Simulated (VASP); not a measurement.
# Ag (Fm-3m) in VASP: a series of runs, part 2 of 2

VASP 6.6.1. The steps go on from the part before.

## 3. Single point, LDA

This run uses another cell than the first one, of 16.02 Å³/atom.

INCAR reads:

```
PREC = Accurate
ENCUT = 520
EDIFF = 1E-7
ISMEAR = -1
SIGMA = 0.05
LREAL = False
LASPH = True
NELM = 80
ALGO = Normal
ISIF = 2
LWAVE = False
LCHARG = False
NBANDS = 12
```

KPOINTS reads:

```
Automatic mesh
0
Gamma
  18 18 18
```

POSCAR reads:

```
Ag
1.0
    0.0000000000      2.0008994658      2.0008994658
    2.0008994658      0.0000000000      2.0008994658
    2.0008994658      2.0008994658      0.0000000000
Ag
1
Direct
    0.0000000000      0.0000000000      0.0000000000
```

Potentials or basis: VASP PAW LDA potentials, release 64 (Ag).

On the command line:

```console
> cat potpaw_LDA.64/Ag/POTCAR > POTCAR
> mpirun -np 1 vasp_std > vasp.out
```

OUTCAR:

```text
PREC = Accurate
   ENCUT = 520
   EDIFF = 1E-7
   ISMEAR = -1
   LREAL = False
   LASPH = True
   NELM = 80
   ISIF = 2

 ion  position               nearest neighbor table
   1  0.000  0.000  0.000-

  LATTYP: Found a face centered cubic cell.
 ALAT       =     4.0017989316

  Lattice vectors:

 A1 = (   0.0000000000,   2.0008994658,   2.0008994658)
 A2 = (   2.0008994658,   0.0000000000,   2.0008994658)
 A3 = (   2.0008994658,   2.0008994658,   0.0000000000)

Analysis of symmetry for initial positions (statically):
=====================================================================
 Subroutine PRICEL returns:
 Original cell was already a primitive cell.

 Routine SETGRP: Setting up the symmetry group for a
 face centered cubic supercell.

 Subroutine GETGRP returns: Found 48 space group operations
 (whereof 48 operations were pure point group operations)
 out of a pool of 48 trial point group operations.

The static configuration has the point symmetry O_h .

Analysis of symmetry for dynamics (positions and initial velocities):
=====================================================================
 Subroutine PRICEL returns:
[... 159 lines left out ...]
 fundamental gap:      0.1919959719
 Fermi energy:         9.0356964117

 k-point     1 :       0.0000    0.0000    0.0000
  band No.  band energies     occupation
      1       0.7559      2.00000
      2       4.0455      2.00000
      3       4.0455      2.00000
      4       4.0455      2.00000
      5       5.2223      2.00000
      6       5.2223      2.00000
      7      25.1898      0.00000
      8      29.0674      0.00000
      9      29.0674      0.00000
     10      29.0674      0.00000
     11      34.2455      0.00000
     12      35.6684      0.00000
[... 331 lines left out ...]
 k-point    24 :      -0.2222    0.0556    0.0000
  band No.  band energies     occupation
      1       2.2584      2.00000
      2       4.0183      2.00000
      3       4.3207      2.00000
      4       4.3274      2.00000
      5       5.1612      2.00000
      6       5.5665      2.00000
      7      21.0800      0.00000
      8      25.6248      0.00000
      9      28.2663      0.00000
     10      31.0233      0.00000
     11      31.3675      0.00000
     12      32.4965      0.00000

 [... further k-points ...]
[... 5 lines left out ...]
  --------------------------------------------------------------------------------------
  -------------------------------------------------------------------------------------
  Total        0.0145379      0.0145379      0.0145379      0.0000000      0.0000000      0.0000000
  in kB        1.4538091      1.4538091      1.4538091      0.0000000      0.0000000      0.0000000
  external PRESSURE =       1.4538091 kB  Pullay stress =       0.0000000 kB

 VOLUME and BASIS-vectors are now :
 -----------------------------------------------------------------------------
  energy-cutoff  :      520.00
  volume of cell :       16.02
      direct lattice vectors                 reciprocal lattice vectors
     0.000000000  2.000899466  2.000899466    -0.249887617  0.249887617  0.249887617
     2.000899466  0.000000000  2.000899466     0.249887617 -0.249887617  0.249887617
     2.000899466  2.000899466  0.000000000     0.249887617  0.249887617 -0.249887617

 POSITION                                       TOTAL-FORCE (eV/Angst)
 -----------------------------------------------------------------------------------
      0.00000      0.00000      0.00000         0.000000      0.000000      0.000000
 -----------------------------------------------------------------------------------
    total drift:                               -0.000000      0.000000      0.000000

  FREE ENERGIE OF THE ION-ELECTRON SYSTEM (eV)
  ---------------------------------------------------
  free  energy   TOTEN  =        -3.7850720010 eV

  energy  without entropy=       -3.7834425843  energy(sigma->0) =       -3.78425729
```

OSZICAR:

```text
N       E                     dE             d eps       ncg     rms          rms(c)
DAV:   1     0.521134245123E+02    0.52113E+02   -0.55260E+03  4704   0.839E+02
DAV:   2    -0.326698254421E+01   -0.55380E+02   -0.52666E+02  5448   0.198E+02
DAV:   3    -0.411278457703E+01   -0.84580E+00   -0.84522E+00  5484   0.258E+01
DAV:   4    -0.411533181337E+01   -0.25472E-02   -0.25471E-02  5388   0.149E+00
DAV:   5    -0.411535078714E+01   -0.18974E-04   -0.18973E-04  5556   0.114E-01    0.648E+00
DAV:   6    -0.380345857019E+01    0.31189E+00   -0.12074E+00  5100   0.982E+00    0.396E+00
DAV:   7    -0.379018408233E+01    0.13274E-01   -0.11293E-02  5388   0.979E-01    0.216E+00
DAV:   8    -0.378505966888E+01    0.51244E-02   -0.96502E-04  5328   0.253E-01    0.909E-02
DAV:   9    -0.378507315804E+01   -0.13489E-04   -0.76523E-06  5480   0.197E-02    0.180E-02
DAV:  10    -0.378507202579E+01    0.11323E-05   -0.20315E-06  5524   0.104E-02    0.339E-03
DAV:  11    -0.378507200101E+01    0.24775E-07   -0.42097E-08  3440   0.164E-03
   1 F= -.37850720E+01 E0= -.37842573E+01  d E =-.162942E-02
```

stdout:

```text
POSCAR found type information on POSCAR Ag
 POSCAR found :  1 types and       1 ions
 scaLAPACK will be used
 LDA part: xc-table for (Slater(with rela. corr.)+CA(PZ))
 , standard interpolation
 POSCAR, INCAR and KPOINTS ok, starting setup
 FFT: planning ... GRIDC
 FFT: planning ... GRID_SOFT
 FFT: planning ... GRID
 WAVECAR not read
 entering main loop
```

Run time: 30 s. Hardware: 1 thread of Intel Xeon 8259CL, shared host; peak memory 0.16 GiB.

What came out:

* Free energy: -3.7851 eV
* Pressure: 0.1 GPa
* Band gap on the k mesh: zero (an odd number of electrons rules out a gap without spin polarisation)

Levels at points of the mesh, in eV from the Fermi level:
```
           k point  band 2  band 3  band 4  band 5  band 6  band 7  band 8  band 9  band 10  band 11
(0.00, 0.00, 0.00)   -4.99   -4.99   -4.99   -3.81   -3.81   16.15   20.03   20.03    20.03    25.21
(0.50, 0.00, 0.00)   -5.01   -5.01   -2.92   -2.92   -0.59    3.95   15.42   18.38    18.38    23.80
(0.50, 0.50, 0.00)   -6.67   -2.95   -2.68   -2.68    1.50    7.24   10.89   10.89    18.03    18.12
```

## 4. Single point, LDA (16.02 Å³/atom)

This run uses another cell than the first one, of 16.02 Å³/atom.

INCAR reads:

```
SYSTEM = Ag
  PREC = Accurate
  ENCUT = 520
  EDIFF = 1E-6
  ISMEAR = -1
  SIGMA = 0.05
  LREAL = .FALSE.
  LASPH = .TRUE.
  NELM = 100
  ALGO = Normal
  ISIF = 2
  LWAVE = .FALSE.
  LCHARG = .TRUE.
  LELF = .TRUE.
  LVHAR = .TRUE.
  NBANDS = 12
```

KPOINTS reads:

```
Automatic mesh
0
G
  18 18 18
  0 0 0
```

POSCAR is that of step 3.

Potentials or basis: VASP PAW LDA potentials, release 64 (Ag).

On the command line:

```console
> cat potpaw_LDA.64/Ag/POTCAR > POTCAR
> mpirun -np 1 vasp_std > vasp.out
```

OUTCAR:

```text
SYSTEM = Ag
   PREC = Accurate
   ENCUT = 520
   EDIFF = 1E-6
   ISMEAR = -1
   LREAL = .FALSE.
   LASPH = .TRUE.
   NELM = 100
   ISIF = 2

 ion  position               nearest neighbor table
   1  0.000  0.000  0.000-

  LATTYP: Found a face centered cubic cell.
 ALAT       =     4.0017989316

  Lattice vectors:

 A1 = (   0.0000000000,   2.0008994658,   2.0008994658)
 A2 = (   2.0008994658,   0.0000000000,   2.0008994658)
 A3 = (   2.0008994658,   2.0008994658,   0.0000000000)

Analysis of symmetry for initial positions (statically):
[... 530 lines left out ...]
      6       5.5665      2.00000
      7      21.0800      0.00000
      8      25.6248      0.00000
      9      28.2663      0.00000
     10      31.0233      0.00000
     11      31.3675      0.00000
     12      32.4965      0.00000

 [... further k-points ...]
[... 5 lines left out ...]
  --------------------------------------------------------------------------------------
  -------------------------------------------------------------------------------------
  Total        0.0145379      0.0145379      0.0145379      0.0000000      0.0000000     -0.0000000
  in kB        1.4538086      1.4538086      1.4538086      0.0000000      0.0000000     -0.0000000
  external PRESSURE =       1.4538086 kB  Pullay stress =       0.0000000 kB

 VOLUME and BASIS-vectors are now :
 -----------------------------------------------------------------------------
  energy-cutoff  :      520.00
  volume of cell :       16.02
      direct lattice vectors                 reciprocal lattice vectors
     0.000000000  2.000899466  2.000899466    -0.249887617  0.249887617  0.249887617
     2.000899466  0.000000000  2.000899466     0.249887617 -0.249887617  0.249887617
     2.000899466  2.000899466  0.000000000     0.249887617  0.249887617 -0.249887617

 POSITION                                       TOTAL-FORCE (eV/Angst)
 -----------------------------------------------------------------------------------
      0.00000      0.00000      0.00000         0.000000      0.000000      0.000000
 -----------------------------------------------------------------------------------
    total drift:                               -0.000000      0.000000      0.000000

  FREE ENERGIE OF THE ION-ELECTRON SYSTEM (eV)
  ---------------------------------------------------
  free  energy   TOTEN  =        -3.7850720011 eV

  energy  without entropy=       -3.7834425844  energy(sigma->0) =       -3.78425729
```

It took 36 s on 1 thread of Intel Xeon 8259CL, shared host; peak memory 0.16 GiB.

What came out:

```yaml
Free_energy: -3.7851 eV
Pressure: 0.1 GPa
Band_gap_on_the_k_mesh: zero (an odd number of electrons rules out a gap without spin polarisation)
```

## 5. Relaxation of cell and atoms, LDA

This run uses another cell than the first one, of 15.99 Å³/atom.

INCAR reads:

```
PREC = Accurate ; ENCUT = 600
EDIFF = 1E-7 ; ISMEAR = -1
SIGMA = 0.05 ; LREAL = False
LASPH = True ; NELM = 100
ALGO = Normal ; ISIF = 3
LWAVE = False ; LCHARG = False
GGA = CA ; IBRION = 2
NSW = 60 ; EDIFFG = -0.005
```

KPOINTS reads:

```
Automatic mesh
0
Gamma
  18 18 18
```

POSCAR reads:

```
Ag
1.0
    0.0000000000      1.9996666111      1.9996666111
    1.9996666111      0.0000000000      1.9996666111
    1.9996666111      1.9996666111      0.0000000000
Ag
1
Direct
    0.0000000000      0.0000000000      0.0000000000
```

On the command line:

```console
> cat potpaw_LDA.64/Ag/POTCAR > POTCAR
> mpirun -np 1 vasp_std > vasp.out
```

Wall time 54 s (1 thread of Intel Xeon 8259CL, shared host); peak memory 0.16 GiB.

It converged, with:

```
Free energy                           : -3.7848 eV
Relaxed volume                        : 16.04 Å³/atom
Relaxed cell                          : a = 2.831 Å, b = 2.831 Å, c = 2.831 Å, α = 60.00°, β = 60.00°, γ = 60.00°
Space group after relaxing (to 0.1 Å) : Fm-3m (No. 225)
Energy gained by relaxing             : 0.1 meV/atom
Ionic steps                           : 3
Pressure after relaxing               : 0.0 GPa
Band gap on the k mesh                : zero (an odd number of electrons rules out a gap without spin polarisation)
```

Final structure:
```
Ag
1.0
     0.00000    2.00150    2.00150
     2.00150    0.00000    2.00150
     2.00150    2.00150    0.00000
Ag
1
Direct
  0.00000 0.00000 0.00000
```

Levels at points of the mesh, in eV from the Fermi level:
```tsv
k point	band 3	band 4	band 5	band 6	band 7	band 8	band 9
(0.00, 0.00, 0.00)	-4.99	-4.99	-3.81	-3.81	16.15	20.03	20.03
(0.50, 0.00, 0.00)	-5.01	-2.92	-2.92	-0.59	3.95	15.42	18.38
(0.50, 0.50, 0.00)	-2.95	-2.68	-2.68	1.50	7.23	10.89	10.89
```

## 6. Summary

| task | cell | cutoff (eV) | gap on the mesh (eV) | pressure (GPa) |
| --- | --- | --- | --- | --- |
| single point | a = 2.712 Å, angles 60.0°, 1 atom | 520 | none | 25.5 |
| single point | a = 2.830 Å, angles 60.0°, 1 atom | 520 | none | 0.1 |
| relaxation of cell and atoms | relaxed from a = 2.828 Å, angles 60.0°, 1 atom | 600 | none | 0.0 |

Alike in all rows: level LDA; potentials or basis VASP PAW LDA potentials, release 64 (Ag); no spin polarisation; k mesh 18 × 18 × 18; smearing fermi-dirac 0.05 eV.

Caveats: the cell stands under pressure (at least some runs).

Absolute energies hang on the potentials; compare differences alone.
